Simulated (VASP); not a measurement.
# Ir (I4/mmm) in VASP: a series of runs

Ir is run at these levels: r2SCAN; tasks: single point.

Everything below comes from runs of VASP 6.6.1. Logs are shortened: lines on timing, memory, paths and dates and some standing lists are left out, and cuts for length are marked.

### Step 1. The cell of the first run

Symmetry: I4/mmm, No. 139, tetragonal system. The conventional cell has a = 2.791 Å, b = 2.791 Å, c = 3.632 Å, α = 90.00°, β = 90.00°, γ = 90.00°. Within 3.7 Å of Ir (site symmetry 4/mmm) lie 14 Ir at 2.68 to 3.63 Å.

### Step 2. Single point, r2SCAN

POSCAR reads:

```
Ir
1.0
    0.0000000000      1.9738042925      1.8158999491
    1.9738042925      0.0000000000      1.8158999491
    1.9738042925      1.9738042925      0.0000000000
Ir
1
Direct
    0.0000000000      0.0000000000      0.0000000000
```

INCAR.step1 reads:

```
PREC     = Accurate       # precision mode
ENCUT    = 620            # plane-wave cutoff, eV
ISMEAR   = 0              # smearing method
SIGMA    = 0.15           # smearing width, eV
LREAL    = False          # projectors in reciprocal space
LASPH    = True           # aspherical terms in the spheres
NELM     = 120            # most SCF steps
NBANDS   = 14             # bands
GGA      = PE             # functional
ALGO     = Normal         # electronic algorithm
EDIFF    = 1E-5           # SCF threshold, eV
LWAVE    = True           # write WAVECAR
LCHARG   = False          # write CHGCAR
GGA_COMPAT= False
```

INCAR.step2 reads:

```
PREC     = Accurate       # precision mode
ENCUT    = 620            # plane-wave cutoff, eV
EDIFF    = 1E-6           # SCF threshold, eV
ISMEAR   = 0              # smearing method
SIGMA    = 0.15           # smearing width, eV
LREAL    = False          # projectors in reciprocal space
LASPH    = True           # aspherical terms in the spheres
NELM     = 120            # most SCF steps
ALGO     = Normal         # electronic algorithm
ISIF     = 2              # what is computed and relaxed
LWAVE    = False          # write WAVECAR
LCHARG   = False          # write CHGCAR
METAGGA  = R2SCAN         # meta-GGA
LMIXTAU  = True         
NBANDS   = 14             # bands
ISTART   = 1            
GGA_COMPAT= False
```

KPOINTS reads:

```
Automatic mesh
0
Gamma
  24 24 24
```

Potentials or basis: VASP PAW PBE potentials, release 64 (Ir_sv_GW).

On the command line:

```
$ cat potpaw_PBE.64/Ir_sv_GW/POTCAR > POTCAR
$ cp INCAR.step1 INCAR
$ mpirun -np 1 vasp_std > vasp.out
$ cp INCAR.step2 INCAR
$ mpirun -np 1 vasp_std > vasp.out
```

OUTCAR:

```text
PREC = Accurate
   ENCUT = 620
   EDIFF = 1E-6
   ISMEAR = 0
   LREAL = False
   LASPH = True
   NELM = 120
   ISIF = 2
   METAGGA = R2SCAN
   ISTART = 1

 ion  position               nearest neighbor table
   1  0.000  0.000  0.000-

  LATTYP: Found a body centered tetragonal cell.
 ALAT       =     2.7913807999
 C/A-ratio  =     1.3010764774

  Lattice vectors:

 A1 = (   0.0000000000,  -1.9738042925,  -1.8158999491)
 A2 = (   0.0000000000,   1.9738042925,  -1.8158999491)
 A3 = (   1.9738042925,   0.0000000000,   1.8158999491)

Analysis of symmetry for initial positions (statically):
=====================================================================
 Subroutine PRICEL returns:
 Original cell was already a primitive cell.

 Routine SETGRP: Setting up the symmetry group for a
 body centered tetragonal supercell.

 Subroutine GETGRP returns: Found 16 space group operations
 (whereof 16 operations were pure point group operations)
 out of a pool of 16 trial point group operations.

The static configuration has the point symmetry D_4h.

Analysis of symmetry for dynamics (positions and initial velocities):
=====================================================================
 Subroutine PRICEL returns:
 Original cell was already a primitive cell.

 Routine SETGRP: Setting up the symmetry group for a
 body centered tetragonal supercell.

 Subroutine GETGRP returns: Found 16 space group operations
 (whereof 16 operations were pure point group operations)
 out of a pool of 16 trial point group operations.

The dynamic configuration has the point symmetry D_4h.

 Subroutine INISYM returns: Found 16 space group operations
 (whereof 16 operations are pure point group operations),
 and found     1 'primitive' translations

----------------------------------------------------------------------------------------

                                     Primitive cell

  volume of cell :      14.1491

  direct lattice vectors                    reciprocal lattice vectors
     0.000000000  1.973804292  1.815899949    -0.253317921  0.253317921  0.275345566
     1.973804292  0.000000000  1.815899949     0.253317921 -0.253317921  0.275345566
     1.973804292  1.973804292  0.000000000     0.253317921  0.253317921 -0.275345566

  length of vectors
     2.682050710  2.682050710  2.791380800     0.451835279  0.451835279  0.451835279

  position of ions in fractional coordinates (direct lattice)
     0.000000000  0.000000000  0.000000000

  ion indices of the primitive-cell ions
   primitive index   ion index
                 1           1

----------------------------------------------------------------------------------------

 KPOINTS: Automatic mesh

Automatic generation of k-mesh.
 Grid dimensions read from file:
 generate k-points for:   24   24   24

 Generating k-lattice:

  Cartesian coordinates                     Fractional coordinates (reciprocal lattice)
    -0.010554913  0.010554913  0.011472732     0.041666667  0.000000000  0.000000000
     0.010554913 -0.010554913  0.011472732     0.000000000  0.041666667  0.000000000
     0.010554913  0.010554913 -0.011472732    -0.000000000 -0.000000000  0.041666667

  Length of vectors
     0.018826470  0.018826470  0.018826470

  Shift w.r.t. Gamma in fractional coordinates (k-lattice)
     0.000000000  0.000000000  0.000000000

 Subroutine IBZKPT returns following result:
 ===========================================

 Found   1063 irreducible k-points:

 Following reciprocal coordinates:
            Coordinates               Weight
  0.000000  0.000000  0.000000      1.000000
  0.041667  0.000000  0.000000      8.000000
  0.083333  0.000000  0.000000      8.000000
  0.125000  0.000000  0.000000      8.000000
  0.166667  0.000000  0.000000      8.000000
  0.208333  0.000000  0.000000      8.000000
[... 16 lines left out ...]
  0.416667  0.041667  0.000000      8.000000
  0.458333  0.041667  0.000000      8.000000
 [... further k-points ...]
   k-points           NKPTS =   1063   k-points in BZ     NKDIM =   1063   number of bands    NBANDS=     14
   number of dos      NEDOS =    301   number of ions     NIONS =      1
   total plane-waves  NPLWV =  13824
   dimension x,y,z NGX =    24 NGY =   24 NGZ =   24
   dimension x,y,z NGXF=    48 NGYF=   48 NGZF=   48
   ions per type =               1
   NGX,Y,Z   is equivalent  to a cutoff of  14.88, 14.88, 14.29 a.u.
   NGXF,Y,Z  is equivalent  to a cutoff of  29.75, 29.75, 28.59 a.u.
 SYSTEM =  unknown system
   PREC   = accura    normal or accurate (medium, high low for compatibility)
   ISTART =      1    job   : 0-new  1-cont  2-samecut
   ICHARG =      0    charge: 1-file 2-atom 10-const
   ISPIN  =      1    spin polarized calculation?
   LNONCOLLINEAR =      F non collinear calculations
   LSORBIT =      F    spin-orbit coupling
   LASPH  =      T    aspherical Exc in radial PAW
   ENCUT  =  620.0 eV  45.57 Ry    6.75 a.u.   5.45  5.45  5.67*2*pi/ulx,y,z
   NELM   =    120;   NELMIN=  2; NELMDL=  0     # of ELM steps
   EDIFF  = 0.1E-05   stopping-criterion for ELM
   LREAL  =      F    real-space projection
   EDIFFG = 0.1E-04   stopping-criterion for IOM
   NSW    =      0    number of steps for IOM
   IBRION =     -1    ionic relax: 0-MD 1-quasi-New 2-CG
   NFREE  =      0    steps in history (QN), initial steepest desc. (CG)
   ISIF   =      2    stress and relaxation
   ISYM   =      2    0-nonsym 1-usesym 2-fastsym
   POTIM  = 0.5000    time-step for ionic-motion
   TEBEG  =    0.0;   TEEND  =   0.0 temperature during run
   PSTRESS=    0.0 pullay stress
   NELECT =      17.0000    total number of electrons
   NUPDOWN=      -1.0000    fix difference up-down
   EMIN   =  10.00;   EMAX   =-10.00  energy-range for DOS
   EFERMI =   0.00;   METHOD = LEGACY
   ISMEAR =     0;   SIGMA  =   0.15  broadening in eV -4-tet -1-fermi 0-gaus
   EFERMI_NEDOS =   21; number of points for ismear=-14 and -15
   IALGO  =     38    algorithm
   IMIX   =      4    mixing-type and parameters
     AMIX     =   0.40;   BMIX     =  1.00
     AMIX_MAG =   1.60;   BMIX_MAG =  1.00
  volume/ion in A,a.u.               =      14.15        95.48
  Fermi-wavevector in a.u.,A,eV,Ry     =   1.740395  3.288869 41.211694  3.028974
  Thomas-Fermi vector in A             =   2.813052
   LORBIT       =      0    0 simple, 1 ext, 2 COOP (PROOUT), +10 PAW based schemes
   METAGGA = R2SCAN    functional components
   LHFCALC =     F    Hartree Fock is set to
   AEXX    =    0.0000 exact exchange contribution
   IVDW    =     0    specifies the selected vdW correction
   LEPSILON=     F    determine dielectric tensor
   LRPA    =     F    only Hartree local field effects (RPA)
 non-spin polarized calculation
 Gauss-broadening in eV      SIGMA  =   0.15
  energy-cutoff  :      620.00
  volume of cell :       14.15
 maximum number of plane-waves:       519
 NGX is ok and might be reduce to    24

 number of electron      17.0000000 magnetization

 Free energy of the ion-electron system (eV)
  ---------------------------------------------------
  ext. energy  EPLUGINS =         0.00000000
  ---------------------------------------------------
  free energy    TOTEN  =       -52.83642859 eV

  energy without entropy =      -52.82553027  energy(sigma->0) =      -52.83097943

 E-fermi :  12.6400     XC(G=0): -15.8957

 val. band max:       12.6388122887   @ k =   0.4583   0.0417   0.3750
 cond. band min:      12.6412337135   @ k =  -0.3750   0.0000   0.0833
 fundamental gap:      0.0024214248
 Fermi energy:        12.6399950587

 k-point     1 :       0.0000    0.0000    0.0000
  band No.  band energies     occupation
      1     -82.3804      2.00000
      2     -38.1997      2.00000
      3     -38.1997      2.00000
      4     -38.1221      2.00000
      5       1.1642      2.00000
      6       8.3688      2.00000
      7       8.3688      2.00000
      8       9.4237      2.00000
      9      10.6324      2.00000
     10      11.9980      2.00000
     11      27.0588      0.00000
     12      31.8304      0.00000
     13      31.8304      0.00000
     14      34.7326      0.00000

 k-point     2 :       0.0417    0.0000    0.0000
  band No.  band energies     occupation
      1     -82.3790      2.00000
      2     -38.2096      2.00000
      3     -38.2026      2.00000
      4     -38.1283      2.00000
      5       1.2461      2.00000
      6       8.3597      2.00000
      7       8.4032      2.00000
      8       9.4209      2.00000
      9      10.6200      2.00000
     10      11.9656      2.00000
     11      27.1999      0.00000
     12      31.7065      0.00000
     13      31.9617      0.00000
     14      34.5618      0.00000

 k-point     3 :       0.0833    0.0000    0.0000
  band No.  band energies     occupation
      1     -82.3751      2.00000
      2     -38.2443      2.00000
      3     -38.2111      2.00000
      4     -38.1412      2.00000
      5       1.4869      2.00000
      6       8.3208      2.00000
      7       8.4953      2.00000
      8       9.4298      2.00000
      9      10.5968      2.00000
     10      11.8781      2.00000
     11      27.6030      0.00000
     12      31.2234      0.00000
     13      32.3501      0.00000
     14      34.4779      0.00000

 k-point     4 :       0.1250    0.0000    0.0000
  band No.  band energies     occupation
      1     -82.3691      2.00000
      2     -38.3075      2.00000
      3     -38.2247      2.00000
      4     -38.1533      2.00000
      5       1.8713      2.00000
      6       8.2375      2.00000
      7       8.6094      2.00000
      8       9.4799      2.00000
      9      10.6055      2.00000
     10      11.7638      2.00000
     11      28.1992      0.00000
     12      30.3766      0.00000
     13      32.9800      0.00000
     14      34.8498      0.00000

 k-point     5 :       0.1667    0.0000    0.0000
  band No.  band energies     occupation
      1     -82.3612      2.00000
      2     -38.3945      2.00000
      3     -38.2423      2.00000
      4     -38.1637      2.00000
      5       2.3694      2.00000
      6       8.1311      2.00000
      7       8.6867      2.00000
      8       9.5670      2.00000
      9      10.7129      2.00000
     10      11.6693      2.00000
     11      28.7659      0.00000
[... 276 lines left out ...]
 k-point    22 :       0.3750    0.0417    0.0000
  band No.  band energies     occupation
      1     -82.3163      2.00000
      2     -38.8806      2.00000
      3     -38.3510      2.00000
      4     -38.2103      2.00000
      5       4.3224      2.00000
      6       8.2540      2.00000
      7       9.3255      2.00000
      8       9.5099      2.00000
      9      12.5757      1.45566
     10      13.1161      0.00001
     11      23.5544      0.00000
     12      27.9050      0.00000
     13      33.7163      0.00000
     14      35.7656      0.00000

 k-point    23 :       0.4167    0.0417    0.0000
  band No.  band energies     occupation
      1     -82.3098      2.00000
      2     -38.9507      2.00000
      3     -38.3637      2.00000
      4     -38.2180      2.00000
      5       4.3573      2.00000
      6       8.1316      2.00000
      7       9.2193      2.00000
      8      10.3210      2.00000
      9      13.0691      0.00005
     10      13.5647      0.00000
     11      22.1845      0.00000
     12      27.3039      0.00000
     13      32.7522      0.00000
     14      34.7046      0.00000

 k-point    24 :       0.4583    0.0417    0.0000
  band No.  band energies     occupation
      1     -82.3055      2.00000
      2     -38.9972      2.00000
      3     -38.3711      2.00000
      4     -38.2243      2.00000
      5       4.3521      2.00000
      6       8.0452      2.00000
      7       9.1243      2.00000
      8      11.0608      2.00000
      9      13.5039      0.00000
     10      13.8587      0.00000
     11      21.0359      0.00000
     12      26.9245      0.00000
     13      32.1424      0.00000
     14      33.9275      0.00000

 [... further k-points ...]
[... 5 lines left out ...]
  --------------------------------------------------------------------------------------
  -------------------------------------------------------------------------------------
  Total       -0.7015157     -0.7015157      1.9309237      0.0000000     -0.0000000     -0.0000000
  in kB      -79.4360934    -79.4360934    218.6480480      0.0000000     -0.0000000     -0.0000000
  external PRESSURE =      19.9252870 kB  Pullay stress =       0.0000000 kB

 VOLUME and BASIS-vectors are now :
 -----------------------------------------------------------------------------
  energy-cutoff  :      620.00
  volume of cell :       14.15
      direct lattice vectors                 reciprocal lattice vectors
     0.000000000  1.973804292  1.815899949    -0.253317921  0.253317921  0.275345566
     1.973804292  0.000000000  1.815899949     0.253317921 -0.253317921  0.275345566
     1.973804292  1.973804292  0.000000000     0.253317921  0.253317921 -0.275345566

 POSITION                                       TOTAL-FORCE (eV/Angst)
 -----------------------------------------------------------------------------------
      0.00000      0.00000      0.00000        -0.000000     -0.000000      0.000000
 -----------------------------------------------------------------------------------
    total drift:                                0.000000      0.000000     -0.000000

  FREE ENERGIE OF THE ION-ELECTRON SYSTEM (eV)
  ---------------------------------------------------
  free  energy   TOTEN  =       -52.8364285867 eV

  energy  without entropy=      -52.8255302650  energy(sigma->0) =      -52.83097943
```

Run time: 6.6 min. Hardware: 1 thread of Intel Xeon Platinum 8488C (Sapphire Rapids), shared host; peak memory 0.39 GiB.

What came out:

| Quantity | Value |
| --- | --- |
| Free energy | -52.8364 eV |
| Pressure | 2.0 GPa |
| Band gap on the k mesh | zero (an odd number of electrons rules out a gap without spin polarisation) |

Stress tensor (GPa, compression positive):
```
-7.94  0.00  0.00
 0.00 -7.94  0.00
 0.00  0.00 21.86
```

Levels at points of the mesh, in eV from the Fermi level:
```
           k point  band 5  band 6  band 7  band 8  band 9  band 10  band 11  band 12
(0.00, 0.00, 0.00)  -11.48   -4.27   -4.27   -3.22   -2.01    -0.64    14.42    19.19
(0.50, 0.00, 0.00)   -8.37   -4.70   -3.48   -0.65    0.61     1.30     7.79    13.93
(0.50, 0.50, 0.00)   -8.10   -7.67    0.84    1.65    1.65     3.08    11.08    11.08
(0.50, 0.00, 0.50)   -8.20   -7.48    0.78    1.04    1.19     2.03    10.41    12.14
```

Caveat: the stress differs along the axes, from -8 to 22 GPa; the PAW data sets were made with another functional, which shifts forces and pressure a little; spin-orbit coupling is left out, which moves the levels of the heavy elements.

### Step 3. Single point, r2SCAN

This run uses another cell than the first one, of the same volume but with other edges.

POSCAR reads:

```
Ir
1.0
    0.0000000000      1.7103443674      2.4184269355
    1.7103443674      0.0000000000      2.4184269355
    1.7103443674      1.7103443674      0.0000000000
Ir
1
Direct
    0.0000000000      0.0000000000      0.0000000000
```

INCAR.step1 reads:

```
SYSTEM = Ir
PREC = Accurate
ENCUT = 620
ISMEAR = 0
SIGMA = 0.15
LREAL = .FALSE.
LASPH = .TRUE.
NELM = 120
NBANDS = 14
GGA = PE
ALGO = Normal
EDIFF = 1E-5
LWAVE = .TRUE.
LCHARG = .FALSE.
GGA_COMPAT = .FALSE.
```

INCAR.step2 reads:

```
SYSTEM = Ir
PREC = Accurate
ENCUT = 620
EDIFF = 1E-6
ISMEAR = 0
SIGMA = 0.15
LREAL = .FALSE.
LASPH = .TRUE.
NELM = 120
ALGO = Normal
ISIF = 2
LWAVE = .FALSE.
LCHARG = .FALSE.
METAGGA = R2SCAN
LMIXTAU = .TRUE.
NBANDS = 14
ISTART = 1
GGA_COMPAT = .FALSE.
```

KPOINTS reads:

```
Automatic mesh
0
G
  24 24 24
  0 0 0
```

Potentials or basis: VASP PAW PBE potentials, release 64 (Ir_sv_GW).

On the command line:

```
$ cat potpaw_PBE.64/Ir_sv_GW/POTCAR > POTCAR
$ cp INCAR.step1 INCAR
$ mpirun -np 1 vasp_std > vasp.out
$ cp INCAR.step2 INCAR
$ mpirun -np 1 vasp_std > vasp.out
```

Run time: 12 min. Hardware: 1 thread of Intel Xeon Platinum 8488C (Sapphire Rapids), shared host; peak memory 0.39 GiB.

Results (log left out):

```
Free energy            : -51.7407 eV
Pressure               : 34.7 GPa
Band gap on the k mesh : zero (an odd number of electrons rules out a gap without spin polarisation)
```

Stress tensor (GPa, compression positive):
```
 68.27   0.00   0.00
  0.00  68.27   0.00
  0.00   0.00 -32.41
```

Levels at points of the mesh, in eV from the Fermi level:
| k point | band 5 | band 6 | band 7 | band 8 | band 9 | band 10 | band 11 | band 12 |
| --- | --- | --- | --- | --- | --- | --- | --- | --- |
| (0.00, 0.00, 0.00) | -11.28 | -7.03 | -4.90 | -1.38 | -1.38 | 1.73 | 14.44 | 16.37 |
| (0.50, 0.00, 0.00) | -8.04 | -6.11 | -1.98 | -0.12 | 0.77 | 0.85 | 9.37 | 11.98 |
| (0.50, 0.50, 0.00) | -8.75 | -7.98 | -1.86 | 1.34 | 1.34 | 2.11 | 5.32 | 17.11 |
| (0.50, 0.00, 0.50) | -8.47 | -6.73 | -1.50 | -0.11 | 4.73 | 4.98 | 9.85 | 12.98 |

Caveat: the stress differs along the axes, from -32 to 68 GPa; the PAW data sets were made with another functional, which shifts forces and pressure a little; spin-orbit coupling is left out, which moves the levels of the heavy elements.
